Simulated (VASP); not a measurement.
Input of a VASP 6.6.1 run:

File INCAR:

```
PREC = Accurate
ENCUT = 500
EDIFF = 1E-6
ISMEAR = 0
SIGMA = 0.2
LREAL = F
LASPH = T
NELM = 120
ALGO = Normal
ISIF = 2
LWAVE = F
LCHARG = F
GGA = PE
NBANDS = 74
GGA_COMPAT = F
```

Contents of KPOINTS:

```
Automatic mesh
0
Gamma
  6 4 6
```

POSCAR

```
Zr2Cl
1.0
    1.6702652357     -2.8929842504      0.0000000000
   -5.0107957072     -2.8929842504      0.0000000000
    0.0000000000      1.9286561669    -15.1878874316
Zr Cl
8 4
Direct
    0.8759836638      0.9586612213      0.7519673276
    0.3759836638      0.4586612213      0.7519673276
    0.4577757138      0.8192585713      0.9155514276
    0.9577757138      0.3192585713      0.9155514276
    0.6240163362      0.5413387787      0.2480326724
    0.1240163362      0.0413387787      0.2480326724
    0.0422242862      0.6807414287      0.0844485724
    0.5422242862      0.1807414287      0.0844485724
    0.8174112030      0.6058037343      0.6348224060
    0.3174112030      0.1058037343      0.6348224060
    0.6825887970      0.8941962657      0.3651775940
    0.1825887970      0.3941962657      0.3651775940
```

Potentials or basis: VASP PAW PBE potentials, release 64 (Zr_sv, Cl).

Launch:

```console
$ cat potpaw_PBE.64/Zr_sv/POTCAR potpaw_PBE.64/Cl/POTCAR > POTCAR
$ mpirun -np 1 vasp_std > vasp.out
```

Problem. Estimate the pressure.

Solution. 0.1 GPa.

Problem. Estimate the band gap on the k mesh.

Solution. Zero (bands 62 and 63 overlap by 0.84 eV).

Stress tensor (GPa, compression positive):
```
-0.06 -0.06 -0.02
-0.06  0.01 -0.01
-0.02 -0.01  0.24
```

Caveat: this functional lacks dispersion, which binds layers or chains, so the pressure and a relaxed spacing across them are unreliable.
